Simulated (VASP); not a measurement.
# TiC (P-6m2) in VASP: notebook, part 3 of 3

VASP 6.6.1. Earlier steps stand in the parts before.

### Step 5. Single point, PBE

The input, INCAR:

```
SYSTEM = TiC
ALGO = Normal ; EDIFF = 1E-6
ENCUT = 520 ; GGA = PE
ISIF = 2 ; ISMEAR = 0
LASPH = .True. ; LCHARG = .False.
LREAL = .False. ; LWAVE = .False.
NBANDS = 15 ; NELM = 80
PREC = Accurate ; SIGMA = 0.1
```

The input, KPOINTS:

```
k-points
0
Gamma
  6 6 6
  0 0 0
```

The input, POSCAR:

```
TiC
1.0
    3.0529963027      0.0000000027      0.0000000000
   -1.5264981537      2.6439723544      0.0000000000
    0.0000000000      0.0000000000      2.6836274349
Ti C
1 1
Direct
    0.3333333333      0.6666666667      0.5000000000
    0.6666666667      0.3333333333      0.0000000000
```

Potentials or basis: VASP PAW PBE potentials, release 64 (Ti_sv, C).

On the command line:

```console
$ cat potpaw_PBE.64/Ti_sv/POTCAR potpaw_PBE.64/C/POTCAR > POTCAR
$ mpirun -np 1 vasp_std > vasp.out
```

OUTCAR:

```text
SYSTEM = TiC
   EDIFF = 1E-6
   ENCUT = 520
   GGA = PE
   ISIF = 2
   ISMEAR = 0
   LASPH = .True.
   LREAL = .False.
   NELM = 80
   PREC = Accurate

 ion  position               nearest neighbor table
   1  0.333  0.667  0.500-   2 2.22   2 2.22   2 2.22   2 2.22   2 2.22   2 2.22
   2  0.667  0.333  0.000-   1 2.22   1 2.22   1 2.22   1 2.22   1 2.22   1 2.22

  LATTYP: Found a hexagonal cell.
 ALAT       =     3.0529963027
 C/A-ratio  =     0.8790143088

  Lattice vectors:

 A1 = (   3.0529963027,   0.0000000027,   0.0000000000)
 A2 = (  -1.5264981537,   2.6439723544,   0.0000000000)
 A3 = (   0.0000000000,   0.0000000000,   2.6836274349)

Analysis of symmetry for initial positions (statically):
=====================================================================
 Subroutine PRICEL returns:
 Original cell was already a primitive cell.

 Routine SETGRP: Setting up the symmetry group for a
 hexagonal supercell.

 Subroutine GETGRP returns: Found 12 space group operations
 (whereof 12 operations were pure point group operations)
 out of a pool of 24 trial point group operations.

The static configuration has the point symmetry D_3h.

Analysis of symmetry for dynamics (positions and initial velocities):
=====================================================================
 Subroutine PRICEL returns:
 Original cell was already a primitive cell.

 Routine SETGRP: Setting up the symmetry group for a
 hexagonal supercell.

 Subroutine GETGRP returns: Found 12 space group operations
 (whereof 12 operations were pure point group operations)
 out of a pool of 24 trial point group operations.

The dynamic configuration has the point symmetry D_3h.

 Subroutine INISYM returns: Found 12 space group operations
 (whereof 12 operations are pure point group operations),
 and found     1 'primitive' translations

----------------------------------------------------------------------------------------

                                     Primitive cell

  volume of cell :      21.6623

  direct lattice vectors                    reciprocal lattice vectors
     3.052996303  0.000000003  0.000000000     0.327547072  0.189109391  0.000000000
    -1.526498154  2.643972354  0.000000000    -0.000000000  0.378218780  0.000000000
     0.000000000  0.000000000  2.683627435     0.000000000  0.000000000  0.372629966

  length of vectors
     3.052996303  3.052996303  2.683627435     0.378218780  0.378218780  0.372629966

  position of ions in fractional coordinates (direct lattice)
     0.333333333  0.666666667  0.500000000
     0.666666667  0.333333333  0.000000000

  ion indices of the primitive-cell ions
   primitive index   ion index
                 1           1
                 2           2

----------------------------------------------------------------------------------------

 KPOINTS: k-points

Automatic generation of k-mesh.
 Grid dimensions read from file:
 generate k-points for:    6    6    6

 Generating k-lattice:

  Cartesian coordinates                     Fractional coordinates (reciprocal lattice)
     0.054591179  0.031518232  0.000000000     0.166666667  0.000000000  0.000000000
    -0.000000000  0.063036463  0.000000000     0.000000000  0.166666667  0.000000000
     0.000000000  0.000000000  0.062104994     0.000000000  0.000000000  0.166666667

  Length of vectors
     0.063036463  0.063036463  0.062104994

  Shift w.r.t. Gamma in fractional coordinates (k-lattice)
     0.000000000  0.000000000  0.000000000

 Subroutine IBZKPT returns following result:
 ===========================================

 Found     28 irreducible k-points:

 Following reciprocal coordinates:
            Coordinates               Weight
  0.000000  0.000000  0.000000      1.000000
  0.166667  0.000000  0.000000      6.000000
  0.333333  0.000000  0.000000      6.000000
  0.500000  0.000000  0.000000      3.000000
  0.166667  0.166667  0.000000      6.000000
  0.333333  0.166667  0.000000     12.000000
[... 16 lines left out ...]
  0.166667  0.000000  0.500000      6.000000
  0.333333  0.000000  0.500000      6.000000
 [... further k-points ...]
   k-points           NKPTS =     28   k-points in BZ     NKDIM =     28   number of bands    NBANDS=     15
   number of dos      NEDOS =    301   number of ions     NIONS =      2
   total plane-waves  NPLWV =  11520
   dimension x,y,z NGX =    24 NGY =   24 NGZ =   20
   dimension x,y,z NGXF=    48 NGYF=   48 NGZF=   40
   ions per type =               1   1
   NGX,Y,Z   is equivalent  to a cutoff of  13.07, 13.07, 12.39 a.u.
   NGXF,Y,Z  is equivalent  to a cutoff of  26.14, 26.14, 24.78 a.u.
 SYSTEM =  TiC
   PREC   = accura    normal or accurate (medium, high low for compatibility)
   ISTART =      0    job   : 0-new  1-cont  2-samecut
   ICHARG =      2    charge: 1-file 2-atom 10-const
   ISPIN  =      1    spin polarized calculation?
   LNONCOLLINEAR =      F non collinear calculations
   LSORBIT =      F    spin-orbit coupling
   LASPH  =      T    aspherical Exc in radial PAW
   ENCUT  =  520.0 eV  38.22 Ry    6.18 a.u.   5.68  5.68  4.99*2*pi/ulx,y,z
   NELM   =     80;   NELMIN=  2; NELMDL= -5     # of ELM steps
   EDIFF  = 0.1E-05   stopping-criterion for ELM
   LREAL  =      F    real-space projection
   EDIFFG = 0.1E-04   stopping-criterion for IOM
   NSW    =      0    number of steps for IOM
   IBRION =     -1    ionic relax: 0-MD 1-quasi-New 2-CG
   NFREE  =      0    steps in history (QN), initial steepest desc. (CG)
   ISIF   =      2    stress and relaxation
   ISYM   =      2    0-nonsym 1-usesym 2-fastsym
   POTIM  = 0.5000    time-step for ionic-motion
   TEBEG  =    0.0;   TEEND  =   0.0 temperature during run
   PSTRESS=    0.0 pullay stress
   NELECT =      16.0000    total number of electrons
   NUPDOWN=      -1.0000    fix difference up-down
   EMIN   =  10.00;   EMAX   =-10.00  energy-range for DOS
   EFERMI =   0.00;   METHOD = LEGACY
   ISMEAR =     0;   SIGMA  =   0.10  broadening in eV -4-tet -1-fermi 0-gaus
   EFERMI_NEDOS =   21; number of points for ismear=-14 and -15
   IALGO  =     38    algorithm
   IMIX   =      4    mixing-type and parameters
     AMIX     =   0.40;   BMIX     =  1.00
     AMIX_MAG =   1.60;   BMIX_MAG =  1.00
  volume/ion in A,a.u.               =      10.83        73.09
  Fermi-wavevector in a.u.,A,eV,Ry     =   1.479834  2.796481 29.795519  2.189909
  Thomas-Fermi vector in A             =   2.593943
   LORBIT       =      0    0 simple, 1 ext, 2 COOP (PROOUT), +10 PAW based schemes
   GGA     = PE    functional components
   LHFCALC =     F    Hartree Fock is set to
   AEXX    =    0.0000 exact exchange contribution
   IVDW    =     0    specifies the selected vdW correction
   LEPSILON=     F    determine dielectric tensor
   LRPA    =     F    only Hartree local field effects (RPA)
 non-spin polarized calculation
 Gauss-broadening in eV      SIGMA  =   0.10
  energy-cutoff  :      520.00
  volume of cell :       21.66
 maximum number of plane-waves:       592
 NGX is ok and might be reduce to    24
   NGX = 11   NGY = 11   NGZ =  9

 number of electron      15.9999999 magnetization

 Free energy of the ion-electron system (eV)
  ---------------------------------------------------
  ext. energy  EPLUGINS =         0.00000000
  ---------------------------------------------------
  free energy    TOTEN  =       -17.35896780 eV

  energy without entropy =      -17.35805671  energy(sigma->0) =      -17.35851225

 E-fermi :   8.6285     XC(G=0): -12.2819

 val. band max:        8.4891970488   @ k =   0.3333   0.1667   0.0000
 cond. band min:       8.7559175075   @ k =   0.3333   0.0000   0.0000
 fundamental gap:      0.2667204587
 Fermi energy:         8.6285071301

 k-point     1 :       0.0000    0.0000    0.0000
  band No.  band energies     occupation
      1     -47.9491      2.00000
      2     -24.1094      2.00000
      3     -24.1094      2.00000
      4     -23.6339      2.00000
      5      -3.4013      2.00000
      6       6.9599      2.00000
      7       6.9599      2.00000
      8       7.6441      2.00000
      9      10.9898      0.00000
     10      11.9514      0.00000
     11      11.9514      0.00000
     12      14.2800      0.00000
     13      14.2800      0.00000
     14      16.0361      0.00000
[... 401 lines left out ...]
      2     -24.3446      2.00000
      3     -24.2846      2.00000
      4     -24.0852      2.00000
      5      -0.2042      2.00000
      6       4.3173      2.00000
      7       6.5925      2.00000
      8       6.6773      2.00000
      9       9.3412      0.00000
     10      11.2280      0.00000
     11      13.4737      0.00000
     12      13.6225      0.00000
     13      15.3542      0.00000
     14      19.3671      0.00000
     15      21.8800      0.00000

 [... further k-points ...]
[... 5 lines left out ...]
  --------------------------------------------------------------------------------------
  -------------------------------------------------------------------------------------
  Total       -0.0099525     -0.0099525      0.0084788      0.0000000      0.0000000      0.0000000
  in kB       -0.7361020     -0.7361020      0.6271049      0.0000000      0.0000000      0.0000000
  external PRESSURE =      -0.2816997 kB  Pullay stress =       0.0000000 kB

 VOLUME and BASIS-vectors are now :
 -----------------------------------------------------------------------------
  energy-cutoff  :      520.00
  volume of cell :       21.66
      direct lattice vectors                 reciprocal lattice vectors
     3.052996303  0.000000003  0.000000000     0.327547072  0.189109391  0.000000000
    -1.526498154  2.643972354  0.000000000    -0.000000000  0.378218780  0.000000000
     0.000000000  0.000000000  2.683627435     0.000000000  0.000000000  0.372629966

 POSITION                                       TOTAL-FORCE (eV/Angst)
 -----------------------------------------------------------------------------------
     -0.00000      1.76265      1.34181         0.000000     -0.000000      0.000000
      1.52650      0.88132      0.00000        -0.000000      0.000000      0.000000
 -----------------------------------------------------------------------------------
    total drift:                                0.000001     -0.000000     -0.000000

  FREE ENERGIE OF THE ION-ELECTRON SYSTEM (eV)
  ---------------------------------------------------
  free  energy   TOTEN  =       -17.3589677972 eV

  energy  without entropy=      -17.3580567099  energy(sigma->0) =      -17.35851225
```

OSZICAR:

```text
N       E                     dE             d eps       ncg     rms          rms(c)
DAV:   1     0.128706762047E+03    0.12871E+03   -0.82657E+03   840   0.129E+03
DAV:   2    -0.111677660741E+02   -0.13987E+03   -0.13082E+03   875   0.344E+02
DAV:   3    -0.229920422207E+02   -0.11824E+02   -0.11640E+02  1492   0.880E+01
DAV:   4    -0.232527386363E+02   -0.26070E+00   -0.26046E+00   939   0.122E+01
DAV:   5    -0.232602949870E+02   -0.75564E-02   -0.75562E-02  1117   0.152E+00    0.173E+01
DAV:   6    -0.187008244348E+02    0.45595E+01   -0.12621E+01  1225   0.574E+01    0.940E+00
DAV:   7    -0.174216960469E+02    0.12791E+01   -0.30210E+00  1049   0.268E+01    0.481E+00
DAV:   8    -0.173771032059E+02    0.44593E-01   -0.18790E-01   917   0.458E+00    0.306E+00
DAV:   9    -0.173608989218E+02    0.16204E-01   -0.10069E-01  1203   0.430E+00    0.648E-01
DAV:  10    -0.173604560422E+02    0.44288E-03   -0.12736E-02   955   0.123E+00    0.461E-01
DAV:  11    -0.173592416878E+02    0.12144E-02   -0.29494E-03   966   0.812E-01    0.191E-01
DAV:  12    -0.173589711396E+02    0.27055E-03   -0.29664E-04  1073   0.276E-01    0.343E-02
DAV:  13    -0.173589674928E+02    0.36468E-05   -0.46760E-05   910   0.779E-02    0.770E-03
DAV:  14    -0.173589677972E+02   -0.30441E-06   -0.14782E-06  1007   0.168E-02
   1 F= -.17358968E+02 E0= -.17358512E+02  d E =-.911087E-03
```

Wall time 12 s (1 thread of AMD EPYC 7R43 (Zen 3), shared host); peak memory 0.09 GiB.

Results:

```yaml
Free_energy: -17.3590 eV
Pressure: 0.0 GPa
Band_gap_on_the_k_mesh: 0.27 eV, indirect (least direct gap 0.37 eV)
```

Stress tensor (GPa, compression positive):
```
-0.07  0.00  0.00
 0.00 -0.07  0.00
 0.00  0.00  0.06
```

A k mesh can miss the band edges.

### Step 6. Overview

```tsv
task	cell	k mesh	cutoff (eV)	smearing	gap on the mesh (eV)	pressure (GPa)
relaxation of cell and atoms	relaxed from a = 3.043, b = 3.043, c = 2.697 Å, angles 90.0, 90.0, 120.0°, 2 atoms	24 × 24 × 20	600	gaussian 0.1 eV	none	-0.1
single point	a = 3.213, b = 3.213, c = 3.128 Å, angles 90.0, 90.0, 120.0°, 2 atoms	6 × 6 × 6	520	gaussian 0.1 eV	-	-33.9
single point	a = 3.042, b = 5.269, c = 5.396 Å, 8 atoms	8 × 4 × 4	520	gaussian 0.2 eV	none	0.3
single point	a = 3.053, b = 3.053, c = 2.684 Å, angles 90.0, 90.0, 120.0°, 2 atoms	6 × 6 × 6	520	gaussian 0.1 eV	0.27	0.0
```

Alike in all rows: level PBE; potentials or basis VASP PAW PBE potentials, release 64 (Ti_sv, C); no spin polarisation.

Caveats: some runs use coarse meshes.

Absolute energies hang on the potentials; compare differences alone.
